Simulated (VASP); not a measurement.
Input of a VASP 6.6.1 run:

INCAR

```
ALGO = Normal
EDIFF = 1E-6
ENCUT = 600
GGA = PE
GGA_COMPAT = F
ISIF = 2
ISMEAR = 0
LASPH = T
LCHARG = F
LREAL = F
LWAVE = F
NBANDS = 28
NELM = 120
PREC = Accurate
SIGMA = 0.01
```

File KPOINTS:

```
k-points
0
Gamma
  6 6 6
```

The input POSCAR:

```
BaZrO3
1.0
    4.2271626396      0.0000000000      0.0000000000
    0.0000000000      4.2271626396      0.0000000000
    0.0000000000      0.0000000000      4.2271626396
Ba Zr O
1 1 3
Direct
    0.0000000000      0.0000000000      0.0000000000
    0.5000000000      0.5000000000      0.5000000000
    0.0000000000      0.5000000000      0.5000000000
    0.5000000000      0.0000000000      0.5000000000
    0.5000000000      0.5000000000      0.0000000000
```

Potentials or basis: VASP PAW PBE potentials, release 64 (Ba_sv, Zr_sv, O).

Run with:

```console
$ cat potpaw_PBE.64/Ba_sv/POTCAR potpaw_PBE.64/Zr_sv/POTCAR potpaw_PBE.64/O/POTCAR > POTCAR
$ mpirun -np 1 vasp_std > vasp.out
```

Question: Predict the pressure.

Answer: 0.8 GPa.

Question: What does it give for the band gap on the k mesh?

Answer: 3.13 eV, indirect (least direct gap 3.38 eV).

Caveat: spin-orbit coupling is left out, which moves the levels of the heavy elements. A k mesh can miss the band edges.
